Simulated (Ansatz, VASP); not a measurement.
# LiF in VASP and in Ansatz

```
Li F
1.0
     0.04028    2.03414    2.03414
     2.03414    0.04028    2.03414
     2.03414    2.03414    0.04028
Li F
1 1
Direct
  0.00000 0.00000 0.00000
  0.50000 0.50000 0.50000
```

Change from the starting cell: equal xy, yz and zx shear strains of +2 %.

Alike in both runs: task single point; functional LDA; k mesh 10 × 10 × 10; occupations fermi-dirac, width 0.03 eV; no spin polarisation.

|  | VASP | Ansatz |
| --- | --- | --- |
| version | VASP 6.6.1 | Ansatz 0.2.0 |
| potentials or method | VASP PAW LDA potentials, release 64 (Li_sv, F), cutoff 520 eV | all-electron LAPW, scalar-relativistic |

```csv
,VASP,Ansatz,Ansatz less VASP
gap on the k mesh at the Fermi level (eV),8.78,8.76,-0.014
```

LDA's correlation is that of Perdew and Zunger in VASP and of Perdew and Wang (1992) in Ansatz. Ansatz ran all-electron here, and VASP with PAW potentials.

Noted on VASP's run: the cutoff is short for stress, so the pressure is rough.
